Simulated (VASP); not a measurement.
A run of VASP 6.6.1:

INCAR

```
SYSTEM = Al8N7
PREC = Accurate ; ENCUT = 520
EDIFF = 1E-6 ; ISMEAR = 0
SIGMA = 0.01 ; LREAL = Auto
LASPH = .TRUE. ; NELM = 150
ALGO = Normal ; ISIF = 2
LWAVE = .FALSE. ; LCHARG = .FALSE.
ISPIN = 2 ; MAGMOM = 0.75 0 0 0 0.75 0.75 0.75 0 0 0 0 0 0 0 0
LORBIT = 11 ; GGA = PE
NBANDS = 46
```

The input KPOINTS:

```
regular mesh
0
G
  4 4 4
  0 0 0
```

Contents of POSCAR:

```
Al8N7
1.0
    0.0000000000      4.4031742015     -4.4031742015
    4.4031742015      4.4031742015      0.0000000000
    4.4031742015      0.0000000000     -4.4031742015
Al N
8 7
Direct
    0.0011472923      0.0011472923      0.4965581232
   -0.0015683448      0.5005227816      0.5005227816
    0.5005227816     -0.0015683448      0.5005227816
    0.5005227816      0.5005227816      0.5005227816
    0.0011472923      0.0011472923      1.0011472923
    0.0011472923      0.4965581232      1.0011472923
    0.4965581232      0.0011472923      1.0011472923
    0.5005227816      0.5005227816      0.9984316552
    0.1255819322      0.6244180678      0.1255819322
    0.6244180678      0.1255819322      0.1255819322
    0.6244180678      0.6244180678      0.1255819322
    0.1255819322      0.1255819322      0.6244180678
    0.1255819322      0.6244180678      0.6244180678
    0.6244180678      0.1255819322      0.6244180678
    0.6250000000      0.6250000000      0.6250000000
```

Potentials or basis: VASP PAW PBE potentials, release 64 (Al, N).

Command:

```sh
$ cat potpaw_PBE.64/Al/POTCAR potpaw_PBE.64/N/POTCAR > POTCAR
$ mpirun -np 1 vasp_std > vasp.out
```

Hardware: 1 thread of Intel(R) Xeon(R) 6975P-C (Granite Rapids), with other jobs on the host.

Task: Estimate the wall time of this run.

Result: It took 2.3 min on 1 thread of Intel(R) Xeon(R) 6975P-C (Granite Rapids), with other jobs on the host, peak memory 0.42 GiB. Counts: scf iterations 15, k points 8.
